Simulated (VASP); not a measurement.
A run of VASP 6.6.1 is set up as follows.

The input POSCAR:

```
MoS2
1.0
    1.5717148251      0.9074299773      6.2249093855
   -1.5717148251      0.9074299773      6.2249093855
    0.0000000000     -1.8148599547      6.2249093855
Mo S
1 2
Direct
   -0.0000154089     -0.0000154089     -0.0000154089
    0.4171388850      0.4171388850      0.4171388850
    0.2495431906      0.2495431906      0.2495431906
```

INCAR.step1

```
SYSTEM = MoS2
PREC = Accurate
ENCUT = 520
ISMEAR = 0
SIGMA = 0.01
LREAL = .False.
LASPH = .True.
NELM = 80
NBANDS = 20
GGA = PE
ALGO = Normal
EDIFF = 1E-4
LWAVE = .True.
LCHARG = .False.
```

INCAR.step2

```
SYSTEM = MoS2
PREC = Accurate
ENCUT = 520
EDIFF = 1E-6
ISMEAR = 0
SIGMA = 0.01
LREAL = .False.
LASPH = .True.
NELM = 80
ALGO = Normal
ISIF = 2
LWAVE = .False.
LCHARG = .False.
METAGGA = R2SCAN
LMIXTAU = .True.
NBANDS = 20
ISTART = 1
```

Contents of KPOINTS:

```
regular mesh
0
Gamma
  10 10 10
  0 0 0
```

Potentials or basis: VASP PAW PBE potentials, release 64 (Mo_sv, S).

Command:

```console
$ cat potpaw_PBE.64/Mo_sv/POTCAR potpaw_PBE.64/S/POTCAR > POTCAR
$ cp INCAR.step1 INCAR
$ mpirun -np 1 vasp_std > vasp.out
$ cp INCAR.step2 INCAR
$ mpirun -np 1 vasp_std > vasp.out
```

**Question.** Estimate the pressure.

**Answer.** 3.2 GPa.

**Question.** Estimate the largest force.

**Answer.** 0.051 eV/Å.

Stress tensor (GPa, compression positive):
```
4.29 0.00 0.00
0.00 4.29 0.00
0.00 0.00 1.11
```

Caveat: the cell differs from its parent crystal (epitaxial xy strain -1.0%); the cell stands under pressure; the PAW data sets were made with another functional, which shifts forces and pressure a little.
